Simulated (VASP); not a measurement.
Set up this calculation in VASP 6.6.1, as the native input.

| Property | Result |
| --- | --- |
| Task | single point |
| Functional | LDA |
| Potentials or basis | VASP PAW LDA potentials, release 64 (Cs_sv, Pb_d, Br) |
| Cutoff | 520 eV |
| k mesh | 6 × 6 × 6 |
| Occupations | gaussian, width 0.05 eV |
| Spin | no spin polarisation |
| Dipole correction | no |
| Further INCAR settings | ALGO = Normal; EDIFF = 1e-06; NBANDS = 30 |

The structure of CsPbBr3 lies in POSCAR:

```
CsPbBr3
1.0
    5.8700000000      0.0000000000      0.0000000000
    0.0000000000      6.1341500000      0.0000000000
    0.0000000000      0.0000000000      5.8700000000
Cs Pb Br
1 1 3
Direct
    0.0000000000      0.0000000000      0.0000000000
    0.5000000000      0.5000000000      0.5000000000
    0.0000000000      0.5000000000      0.5000000000
    0.5000000000      0.0000000000      0.5000000000
    0.5000000000      0.5000000000      0.0000000000
```

This cell differs from its parent crystal: strain +0.0450 x Voigt [0, 1, 0, 0, 0, 0].

These files were run (other wordings do the same):

INCAR

```
ALGO = Normal ; EDIFF = 1E-6
ENCUT = 520 ; ISIF = 2
ISMEAR = 0 ; LASPH = T
LCHARG = F ; LREAL = F
LWAVE = F ; NBANDS = 30
NELM = 80 ; PREC = Accurate
SIGMA = 0.05
```

KPOINTS

```
k-points
0
Gamma
  6 6 6
```

Potentials or basis: VASP PAW LDA potentials, release 64 (Cs_sv, Pb_d, Br).

Launch:

```console
$ cat potpaw_LDA.64/Cs_sv/POTCAR potpaw_LDA.64/Pb_d/POTCAR potpaw_LDA.64/Br/POTCAR > POTCAR
$ mpirun -np 1 vasp_std > vasp.out
```

It gave:

The pressure is -1.8 GPa. The band gap on the k mesh is 1.33 eV.

Caveat: the cell differs from its parent crystal (strain +0.0450 x Voigt [0, 1, 0, 0, 0, 0]); spin-orbit coupling is left out, which moves the levels of the heavy elements.

Run time: 120 s on 1 thread of Intel(R) Xeon(R) 6975P-C (Granite Rapids), with other jobs on the host, peak memory 0.42 GiB.
